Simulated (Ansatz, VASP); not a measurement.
# One calculation of Al3Si2F, two programs

```
Al Si F
1.0
     2.81312    0.00000    0.05436
     0.00000    7.70478    0.00000
    -0.29224    0.00000    9.28443
Al Si F
6 4 2
Direct
  0.41405 0.75024 0.99595
  0.41405 0.24976 0.99595
  0.91581 0.75000 0.25440
  0.91581 0.25000 0.25440
  0.92258 0.00000 0.61395
  0.92317 0.50000 0.61371
  0.87382 0.00000 0.87894
  0.95411 0.50000 0.87916
  0.41772 0.75004 0.49946
  0.41772 0.24996 0.49946
  0.91769 0.00000 0.25743
  0.91333 0.50000 0.25723
```

Change from the starting cell: the structure that the rattled cell fell into.

Alike in both runs: functional PBE; k mesh 10 × 4 × 4; occupations gaussian, width 0.1 eV; no spin polarisation.

Ansatz relaxed the structure, and its values are those at the end. VASP's run is a single point on that final structure, the one shown.

|  | VASP | Ansatz |
| --- | --- | --- |
| version | VASP 6.6.1 | Ansatz 0.2.0 |
| potentials or method | VASP PAW PBE potentials, release 64 (Al, Si, F), cutoff 520 eV | scalar-relativistic, plane waves, PAW |
| valence electrons in the cell | 48 | 48 |

```tsv
	VASP	Ansatz	Ansatz less VASP
gap on the k mesh at the Fermi level (eV)	none	none	-
pressure (GPa)	-0.1	0.0	+0.08
```

A gap of «none» marks a metal or a gap that the smearing closes.
